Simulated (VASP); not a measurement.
Wanted: the native input for a VASP 6.6.1 run.

```
Task                   : single point
Functional             : revPBE
Dispersion             : D3(BJ)
Potentials or basis    : VASP PAW PBE potentials, release 64 (Sn_d, Se)
Cutoff                 : 520 eV
k mesh                 : 12 × 12 × 6
Occupations            : gaussian, width 0.03 eV
Spin                   : no spin polarisation
Dipole correction      : no
Further INCAR settings : ALGO = Normal; EDIFF = 1e-06; NBANDS = 20
```

The structure of SnSe2 lies in POSCAR:

```
SnSe2
1.0
    3.8390485956      0.0000000000      0.0000000000
   -1.9195242978      3.3247136102      0.0000000000
    0.0000000000      0.0000000000      6.0116311105
Sn Se
1 2
Direct
    0.0000000000      0.0000000000     -0.0166344205
    0.3333333333      0.6666666667      0.2776555100
    0.6666666667      0.3333333333      0.7473495180
```

The input as run:

INCAR

```
SYSTEM = SnSe2
PREC = Accurate ; ENCUT = 520
EDIFF = 1E-6 ; ISMEAR = 0
SIGMA = 0.03 ; LREAL = .FALSE.
LASPH = .TRUE. ; NELM = 60
ALGO = Normal ; ISIF = 2
LWAVE = .FALSE. ; LCHARG = .FALSE.
GGA = RE ; IVDW = 12
NBANDS = 20
```

KPOINTS

```
Automatic mesh
0
G
  12 12 6
  0 0 0
```

Potentials or basis: VASP PAW PBE potentials, release 64 (Sn_d, Se).

Run with:

```bash
$ cat potpaw_PBE.64/Sn_d/POTCAR potpaw_PBE.64/Se/POTCAR > POTCAR
$ mpirun -np 1 vasp_std > vasp.out
```

It gave:

The pressure is -0.1 GPa. The largest force is 2.514 eV/Å. The band gap on the k mesh is 0.28 eV (least direct gap 0.63 eV) and the dispersion energy per atom is -0.700 eV.

Caveat: the PAW data sets were made with another functional, which shifts forces and pressure a little; spin-orbit coupling is left out, which moves the levels of the heavy elements.

Wall time 3.2 min on 1 thread of AMD EPYC 7R13 (shared host), peak memory 0.28 GiB.
